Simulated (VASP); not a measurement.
# BPd4 (I-43m) in VASP: notebook, part 2 of 2

VASP 6.6.1. The steps go on from the part before.

## 4. Single point, PBE

INCAR

```
SYSTEM = BPd4
PREC     = Accurate       ! precision mode
ENCUT    = 540            ! plane-wave cutoff, eV
EDIFF    = 1E-6           ! SCF threshold, eV
ISMEAR   = 0              ! smearing method
SIGMA    = 0.1            ! smearing width, eV
LREAL    = .FALSE.        ! projectors in reciprocal space
LASPH    = .TRUE.         ! aspherical terms in the spheres
NELM     = 120            ! most SCF steps
ALGO     = Normal         ! electronic algorithm
ISIF     = 2              ! what is computed and relaxed
LWAVE    = .FALSE.        ! write WAVECAR
LCHARG   = .FALSE.        ! write CHGCAR
GGA      = PE             ! functional
NBANDS   = 46             ! bands
GGA_COMPAT= .FALSE.
```

KPOINTS

```
regular mesh
0
G
  10 10 10
  0 0 0
```

POSCAR

```
BPd4
1.0
   -2.6856007141      2.6856007141      2.6856007141
    2.6856007141     -2.6856007141      2.6856007141
    2.6856007141      2.6856007141     -2.6856007141
B Pd
1 4
Direct
    0.0000000000      0.0000000000      0.0000000000
    0.4332347660      0.4332347660      0.4332347660
    0.5667652340      0.0000000000      0.0000000000
    0.0000000000      0.0000000000      0.5667652340
    0.0000000000      0.5667652340      0.0000000000
```

Potentials or basis: VASP PAW PBE potentials, release 64 (B, Pd_sv_GW).

Command:

```bash
$ cat potpaw_PBE.64/B/POTCAR potpaw_PBE.64/Pd_sv_GW/POTCAR > POTCAR
$ mpirun -np 1 vasp_std > vasp.out
```

OUTCAR:

```text
SYSTEM = BPd4
   PREC = Accurate
   ENCUT = 540
   EDIFF = 1E-6
   ISMEAR = 0
   LREAL = .FALSE.
   LASPH = .TRUE.
   NELM = 120
   ISIF = 2
   GGA = PE

 ion  position               nearest neighbor table
   1  0.000  0.000  0.000-   2 2.02   3 2.02   4 2.02   5 2.02
   2  0.433  0.433  0.433-   1 2.02
   3  0.567  0.000  0.000-   1 2.02
   4  0.000  0.000  0.567-   1 2.02
   5  0.000  0.567  0.000-   1 2.02

  LATTYP: Found a body centered cubic cell.
 ALAT       =     5.3712014282

  Lattice vectors:

 A1 = (  -2.6856007141,   2.6856007141,   2.6856007141)
 A2 = (   2.6856007141,  -2.6856007141,   2.6856007141)
 A3 = (   2.6856007141,   2.6856007141,  -2.6856007141)

Analysis of symmetry for initial positions (statically):
=====================================================================
 Subroutine PRICEL returns:
 Original cell was already a primitive cell.

 Routine SETGRP: Setting up the symmetry group for a
 body centered cubic supercell.

 Subroutine GETGRP returns: Found 24 space group operations
 (whereof 24 operations were pure point group operations)
 out of a pool of 48 trial point group operations.

The static configuration has the point symmetry T_d .

Analysis of symmetry for dynamics (positions and initial velocities):
=====================================================================
 Subroutine PRICEL returns:
 Original cell was already a primitive cell.

 Routine SETGRP: Setting up the symmetry group for a
 body centered cubic supercell.

 Subroutine GETGRP returns: Found 24 space group operations
 (whereof 24 operations were pure point group operations)
 out of a pool of 48 trial point group operations.

The dynamic configuration has the point symmetry T_d .

[... 113 lines left out ...]
   TEBEG  =    0.0;   TEEND  =   0.0 temperature during run
   PSTRESS=    0.0 pullay stress
   NELECT =      75.0000    total number of electrons
   NUPDOWN=      -1.0000    fix difference up-down
   EMIN   =  10.00;   EMAX   =-10.00  energy-range for DOS
   EFERMI =   0.00;   METHOD = LEGACY
   ISMEAR =     0;   SIGMA  =   0.10  broadening in eV -4-tet -1-fermi 0-gaus
   EFERMI_NEDOS =   21; number of points for ismear=-14 and -15
   IALGO  =     38    algorithm
   IMIX   =      4    mixing-type and parameters
     AMIX     =   0.40;   BMIX     =  1.00
     AMIX_MAG =   1.60;   BMIX_MAG =  1.00
  volume/ion in A,a.u.               =      15.50       104.57
  Fermi-wavevector in a.u.,A,eV,Ry     =   1.619449  3.060314 35.682823  2.622613
  Thomas-Fermi vector in A             =   2.713548
   LORBIT       =      0    0 simple, 1 ext, 2 COOP (PROOUT), +10 PAW based schemes
   GGA     = PE    functional components
   LHFCALC =     F    Hartree Fock is set to
   AEXX    =    0.0000 exact exchange contribution
   IVDW    =     0    specifies the selected vdW correction
   LEPSILON=     F    determine dielectric tensor
   LRPA    =     F    only Hartree local field effects (RPA)
 non-spin polarized calculation
 Gauss-broadening in eV      SIGMA  =   0.10
  energy-cutoff  :      540.00
  volume of cell :       77.48
 maximum number of plane-waves:      2234
   NGX = 17   NGY = 17   NGZ = 17

 number of electron      74.9999996 magnetization

 Free energy of the ion-electron system (eV)
  ---------------------------------------------------
  ext. energy  EPLUGINS =         0.00000000
  ---------------------------------------------------
  free energy    TOTEN  =       -21.40383637 eV

  energy without entropy =      -21.38280996  energy(sigma->0) =      -21.39332317

 E-fermi :   6.2110     XC(G=0): -12.2005

 val. band max:        6.2059507246   @ k =   0.5000   0.5000   0.3000
 cond. band min:       6.2122240708   @ k =   0.3000   0.0000   0.0000
 fundamental gap:      0.0062733462
 Fermi energy:         6.2109663638

 k-point     1 :       0.0000    0.0000    0.0000
  band No.  band energies     occupation
      1     -77.7691      2.00000
      2     -77.7274      2.00000
      3     -77.7274      2.00000
      4     -77.7274      2.00000
      5     -43.8210      2.00000
      6     -43.8210      2.00000
[... 1165 lines left out ...]
     45      15.3770      0.00000
     46      16.1181      0.00000

 [... further k-points ...]
[... 5 lines left out ...]
  --------------------------------------------------------------------------------------
  -------------------------------------------------------------------------------------
  Total       -1.0620657     -1.0620657     -1.0620657      0.0000000      0.0000000     -0.0000000
  in kB      -21.9622903    -21.9622903    -21.9622903      0.0000000      0.0000000     -0.0000000
  external PRESSURE =     -21.9622903 kB  Pullay stress =       0.0000000 kB

 VOLUME and BASIS-vectors are now :
 -----------------------------------------------------------------------------
  energy-cutoff  :      540.00
  volume of cell :       77.48
      direct lattice vectors                 reciprocal lattice vectors
    -2.685600714  2.685600714  2.685600714     0.000000000  0.186178086  0.186178086
     2.685600714 -2.685600714  2.685600714     0.186178086  0.000000000  0.186178086
     2.685600714  2.685600714 -2.685600714     0.186178086  0.186178086  0.000000000

 POSITION                                       TOTAL-FORCE (eV/Angst)
 -----------------------------------------------------------------------------------
      0.00000      0.00000      0.00000         0.000000      0.000000     -0.000000
      1.16350      1.16350      1.16350         0.005442      0.005442      0.005442
     -1.52211      1.52211      1.52211         0.005442     -0.005442     -0.005442
      1.52211      1.52211     -1.52211        -0.005442     -0.005442      0.005442
      1.52211     -1.52211      1.52211        -0.005442      0.005442     -0.005442
 -----------------------------------------------------------------------------------
    total drift:                               -0.000006     -0.000006     -0.000008

  FREE ENERGIE OF THE ION-ELECTRON SYSTEM (eV)
  ---------------------------------------------------
  free  energy   TOTEN  =       -21.4038363730 eV

  energy  without entropy=      -21.3828099633  energy(sigma->0) =      -21.39332317
```

OSZICAR:

```text
N       E                     dE             d eps       ncg     rms          rms(c)
DAV:   1     0.194835024152E+04    0.19484E+04   -0.43969E+04  4436   0.215E+03
DAV:   2     0.185996263669E+03   -0.17624E+04   -0.17010E+04  4324   0.115E+03
DAV:   3    -0.169442520396E+02   -0.20294E+03   -0.19471E+03  7018   0.376E+02
DAV:   4    -0.284787707092E+02   -0.11535E+02   -0.11187E+02  6448   0.131E+02
DAV:   5    -0.290658297938E+02   -0.58706E+00   -0.58477E+00  6924   0.254E+01    0.711E+01
DAV:   6    -0.223786138328E+02    0.66872E+01   -0.42957E+01  6376   0.781E+01    0.173E+01
DAV:   7    -0.215024671914E+02    0.87615E+00   -0.73030E+00  6042   0.382E+01    0.213E+01
DAV:   8    -0.214172680470E+02    0.85199E-01   -0.28617E-01  6736   0.536E+00    0.184E+00
DAV:   9    -0.214039684286E+02    0.13300E-01   -0.65770E-02  6850   0.342E+00    0.571E-01
DAV:  10    -0.214038111455E+02    0.15728E-03   -0.32211E-03  7092   0.591E-01    0.179E-01
DAV:  11    -0.214038364090E+02   -0.25263E-04   -0.17839E-04  7132   0.171E-01    0.283E-02
DAV:  12    -0.214038366532E+02   -0.24420E-06   -0.10755E-05  5520   0.504E-02    0.960E-03
DAV:  13    -0.214038363730E+02    0.28016E-06   -0.27748E-06  3618   0.172E-02
   1 F= -.21403836E+02 E0= -.21393323E+02  d E =-.210264E-01
```

Wall time 3.5 min (1 thread of AMD EPYC 7R43 (Zen 3), shared host); peak memory 0.27 GiB.

Results:

```
Free energy   : -21.4038 eV
Pressure      : -2.2 GPa
Largest force : 0.009 eV/Å
```

Forces on the atoms (eV/Å):
```
B    0.000  0.000  0.000
Pd   0.005  0.005  0.005
Pd   0.005 -0.005 -0.005
Pd  -0.005 -0.005  0.005
Pd  -0.005  0.005 -0.005
```

Levels at points of the mesh, in eV from the Fermi level:
```tsv
k point	band 33	band 34	band 35	band 36	band 37	band 38	band 39	band 40	band 41	band 42
(0.00, 0.00, 0.00)	-1.26	-1.26	0.15	0.15	0.15	0.83	0.83	0.83	5.87	5.87
(0.50, 0.00, 0.00)	-1.28	-1.07	-1.05	-0.94	-0.83	-0.78	2.32	2.50	3.58	4.68
(0.50, 0.50, 0.50)	-1.33	-0.93	-0.93	-0.27	-0.27	1.09	1.09	2.97	2.97	2.97
```

## 5. Summary

| potentials or basis | cell | k mesh | cutoff (eV) | second run | gap on the mesh (eV) | pressure (GPa) | largest force (eV/Å) |
| --- | --- | --- | --- | --- | --- | --- | --- |
| VASP PAW PBE potentials, release 64 (B, Pd) | a = 4.652 Å, angles 109.5°, 5 atoms | 10 × 10 × 10 | 520 | - | none | 0.0 | 0.05 |
| VASP PAW PBE potentials, release 64 (B, Pd_sv_GW) | a = 4.656 Å, angles 109.5°, 5 atoms | 4 × 4 × 4 | 540 | valence_matched | none | -2.0 | 0.04 |
| VASP PAW PBE potentials, release 64 (B, Pd_sv_GW) | a = 4.652 Å, angles 109.5°, 5 atoms | 10 × 10 × 10 | 540 | valence_matched | none | -2.2 | 0.01 |

Alike in all rows: task single point; level PBE; no spin polarisation; smearing gaussian 0.1 eV.

Caveats: some runs use coarse meshes.

Total energies depend on the potentials used, so only differences within one code and one set of settings carry meaning.
